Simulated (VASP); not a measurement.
Si16Ge (a cell with a defect): single point with PBE+D3(BJ)

Si16Ge (a cell with a defect):

```xyz
17
Lattice="0.0000 5.4300 5.4300 5.4300 0.0000 5.4300 5.4300 5.4300 0.0000" Properties=species:S:1:pos:R:3 pbc="T T T"
Si   -0.0460    0.0392   -0.0407
Si    1.3534    1.4028    1.3584
Si    2.7186    2.7048   -0.0058
Si    4.0203    4.0694    1.3598
Si    2.7507    0.0384    2.7584
Si    4.0653    1.3531    4.0752
Si    5.3830    2.6685    2.7609
Si    6.7829    4.0691    4.1231
Si   -0.0104    2.7063    2.7225
Si    1.3535    4.0705    4.0257
Si    2.7188    5.4351    2.7245
Si    4.0700    6.7858    4.0736
Si    2.7510    2.6704    5.3898
Si    4.1153    4.0701    6.7887
Si    5.4187    5.4345    5.4246
Si    6.7830    6.7361    6.7900
Ge    6.7803    9.4980    6.7903
```

```
Program                : VASP 6.6.1
Task                   : single point
Functional             : PBE
Dispersion             : D3(BJ)
Potentials or basis    : VASP PAW PBE potentials, release 64 (Si, Ge_d)
Cutoff                 : 520 eV
k mesh                 : 2 × 2 × 2
Occupations            : gaussian, width 0.05 eV
Spin                   : no spin polarisation
Dipole correction      : no
Further INCAR settings : LREAL = Auto; ALGO = Normal; EDIFF = 1e-07; NBANDS = 53
```

```
Pressure                   : 3.7 GPa
Largest force              : 0.012 eV/Å
Band gap on the k mesh     : zero (bands 39 and 40 overlap by 0.31 eV)
Dispersion energy per atom : -0.333 eV
```

Forces in eV/Å, atoms in the order of the input:
```
Si   0.000 -0.001  0.001
Si  -0.003 -0.002  0.001
Si   0.005 -0.005 -0.005
Si   0.000 -0.001  0.001
Si   0.001 -0.001 -0.002
Si   0.010  0.006 -0.004
Si  -0.001 -0.001  0.001
Si  -0.001 -0.001 -0.001
Si  -0.007 -0.006  0.006
Si  -0.002 -0.002  0.002
Si   0.005  0.004  0.004
Si   0.001  0.001 -0.001
Si   0.001  0.002  0.001
Si  -0.003 -0.001  0.001
Si  -0.006  0.005 -0.005
Si  -0.002  0.001  0.001
Ge   0.003  0.002 -0.001
```

Levels at points of the mesh, in eV from the Fermi level:
```csv
k point,band 37,band 38,band 39,band 40,band 41,band 42
"(0.00, 0.00, 0.00)",-0.81,-0.81,-0.26,-0.26,-0.26,0.01
"(0.50, 0.00, 0.00)",-1.48,-1.48,-0.34,0.51,0.51,0.86
"(0.00, 0.50, 0.00)",-1.48,-1.48,-0.34,0.51,0.51,0.86
"(0.00, 0.00, 0.50)",-1.48,-1.48,-0.34,0.51,0.51,0.86
"(0.50, 0.50, 0.50)",-1.48,-1.48,-0.34,0.51,0.51,0.86
"(0.50, 0.50, 0.00)",-1.92,-1.32,0.05,0.79,1.03,1.03
"(0.00, 0.50, 0.50)",-1.92,-1.32,0.05,0.79,1.03,1.03
"(0.50, 0.00, 0.50)",-1.92,-1.32,0.05,0.79,1.03,1.03
```

Wall time 2.5 min on 1 thread of Intel(R) Xeon(R) 6975P-C (Granite Rapids) (shared host), peak memory 0.49 GiB.

Caveat: the k points lie up to 0.50 Å⁻¹ apart.
